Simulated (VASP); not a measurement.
A run of VASP 6.6.1 is set up as follows.

The input INCAR:

```
SYSTEM = EuSi2Pd3
  ALGO = Fast
  EDIFF = 1E-6
  ENCUT = 520
  GGA = PE
  ISIF = 2
  ISMEAR = 0
  ISPIN = 2
  LASPH = .True.
  LCHARG = .False.
  LDAU = .True.
  LDAUJ = 0 0 0
  LDAUL = 3 -1 -1
  LDAUPRINT = 1
  LDAUTYPE = 2
  LDAUU = 6 0 0
  LMAXMIX = 6
  LORBIT = 11
  LREAL = .False.
  LWAVE = .False.
  MAGMOM = 7 7 0 0 0 0 0 0 0 0 0 0
  NBANDS = 71
  NELM = 150
  PREC = Accurate
  SIGMA = 0.05
```

Contents of KPOINTS:

```
k-points
0
Gamma
  3 3 3
  0 0 0
```

Contents of POSCAR:

```
EuSi2Pd3
1.0
   -3.5741500000      5.0371500000      2.8753000000
    3.5741500000     -5.0371500000      2.8753000000
    3.5741500000      5.0371500000     -2.8753000000
Eu Pd Si
2 6 4
Direct
    0.9654000000      0.7154000000      0.2500000000
    0.0346000000      0.2846000000      0.7500000000
    0.0000000000      0.2950000000      0.2950000000
    0.0000000000      0.7050000000      0.7050000000
    0.5000000000      0.7050000000      0.2050000000
    0.5000000000      0.2950000000      0.7950000000
    0.5000000000      0.5000000000      0.5000000000
    0.5000000000      0.0000000000      0.0000000000
    0.2638000000      0.1852000000      0.0786000000
    0.7362000000      0.8148000000      0.9214000000
    0.6066000000      0.1852000000      0.4214000000
    0.3934000000      0.8148000000      0.5786000000
```

Potentials or basis: VASP PAW PBE potentials, release 64 (Eu, Pd, Si).

The run is started by

```sh
$ cat potpaw_PBE.64/Eu/POTCAR potpaw_PBE.64/Pd/POTCAR potpaw_PBE.64/Si/POTCAR > POTCAR
$ mpirun -np 1 vasp_std > vasp.out
```

Question: Predict the pressure.

Answer: 3.4 GPa.

Question: Estimate the net moment.

Answer: 14.48 μB per cell.

Question: Estimate the largest force.

Answer: 0.122 eV/Å.

Forces in eV/Å, atoms in the order of the input:
```
Eu   0.000  0.000  0.122
Eu   0.000  0.000 -0.122
Pd   0.026  0.000  0.000
Pd  -0.026  0.000  0.000
Pd  -0.026  0.000  0.000
Pd   0.026  0.000  0.000
Pd   0.000  0.000  0.000
Pd   0.000  0.000  0.000
Si   0.000  0.080 -0.080
Si   0.000 -0.080  0.080
Si   0.000 -0.080 -0.080
Si   0.000  0.080  0.080
```

Caveat: the k points lie up to 0.42 Å⁻¹ apart. The state reached can hang on the start; a lower one may exist.
